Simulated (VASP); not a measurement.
Crystal: Ni.

```
CELL_PARAMETERS angstrom
0.00000 1.76595 1.76595
1.76595 0.00000 1.76595
1.76595 1.76595 0.00000
ATOMIC_POSITIONS crystal
Ni 0.00000 0.00000 0.00000
```

Base run:

```yaml
Program: VASP 6.6.1
Functional: PBE
Potentials_or_basis: VASP PAW PBE potentials, release 64 (Ni)
Cutoff: 520 eV
k_mesh: 13 × 13 × 13
Occupations: fermi-dirac, width 0.05 eV
Spin: collinear spin, ferromagnetic start
Starting_moments: "[1.91] μB"
Fixed_moment: 1.91 μB
```

Its results: pressure 20.2 GPa; site moments Ni +1.79 μB.

Question: The run is repeated on the same cell with these changes: fixed moment from 1.91 μB to 0.71 μB; moments at the start from [1.91] to [0.71]. What comes out?

Answer: Pressure -1.7 GPa; site moments Ni +0.72 μB.

Caveats: the total moment is fixed, so each spin has its own Fermi level.
